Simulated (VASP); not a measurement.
Here is a VASP 6.6.1 calculation.

INCAR

```
SYSTEM = Si8N
ALGO = Normal ; DIPOL = 0.5 0.5 0.295
EDIFF = 1E-6 ; ENCUT = 520
GGA = PE ; IDIPOL = 3
ISIF = 2 ; ISMEAR = 0
IVDW = 12 ; LASPH = .TRUE.
LCHARG = .FALSE. ; LDIPOL = .TRUE.
LREAL = Auto ; LWAVE = .FALSE.
NBANDS = 52 ; NELM = 60
PREC = Accurate ; SIGMA = 0.05
```

Contents of KPOINTS:

```
k-points
0
G
  4 4 1
  0 0 0
```

POSCAR

```
Si8N
1.0
    7.6310340417      0.0000000000      0.0000000000
    0.0000000000      6.3129357835      0.0000000000
    0.0000000000      0.0000000000     23.0318711348
Si N
16 2
Direct
    0.0000000000      0.9369021389      0.1736723854
    0.5000000000      0.9369021389      0.1736723854
    0.0000000000      0.5630978611      0.1736723854
    0.5000000000      0.5630978611      0.1736723854
    0.2500000000      0.4369021389      0.2214950258
    0.7500000000      0.4369021389      0.2214950258
    0.2500000000      0.0630978611      0.2214950258
    0.7500000000      0.0630978611      0.2214950258
    0.2500000000      0.9332664455      0.3177235001
    0.7500000000      0.9332664455      0.3177235001
    0.2500000000      0.5667335545      0.3177235001
    0.7500000000      0.5667335545      0.3177235001
    0.0000000000      0.4266292811      0.3574121741
    0.5000000000      0.4266292811      0.3574121741
    0.0000000000      0.0733707189      0.3574121741
    0.5000000000      0.0733707189      0.3574121741
    0.2500000000      1.1766292811      0.4920082727
    0.2500000000      1.1766292811      0.5397681787
```

Potentials or basis: VASP PAW PBE potentials, release 64 (Si, N).

Launch:

```sh
$ cat potpaw_PBE.64/Si/POTCAR potpaw_PBE.64/N/POTCAR > POTCAR
$ mpirun -np 1 vasp_std > vasp.out
```

**Question.** What does it give for the dispersion energy per atom?

**Answer.** -0.238 eV.

**Question.** What does it give for the largest force?

**Answer.** 2.183 eV/Å.

Forces in eV/Å, atoms in the order of the input:
```
Si  -0.001 -0.767  0.623
Si   0.001 -0.767  0.623
Si   0.004  0.768  0.630
Si  -0.004  0.768  0.630
Si   0.000  0.011 -0.598
Si   0.000  0.008 -0.599
Si   0.000 -0.007 -0.594
Si   0.000 -0.012 -0.591
Si   0.000 -0.012  0.018
Si   0.000 -0.001 -0.004
Si   0.000  0.005  0.003
Si   0.000  0.002  0.002
Si  -0.017 -0.053 -0.029
Si   0.017 -0.053 -0.029
Si  -0.020  0.057 -0.047
Si   0.020  0.057 -0.047
N    0.000 -0.007 -2.174
N    0.000  0.003  2.183
```

Caveat: the standard files for N, O and F lose accuracy on very short bonds.
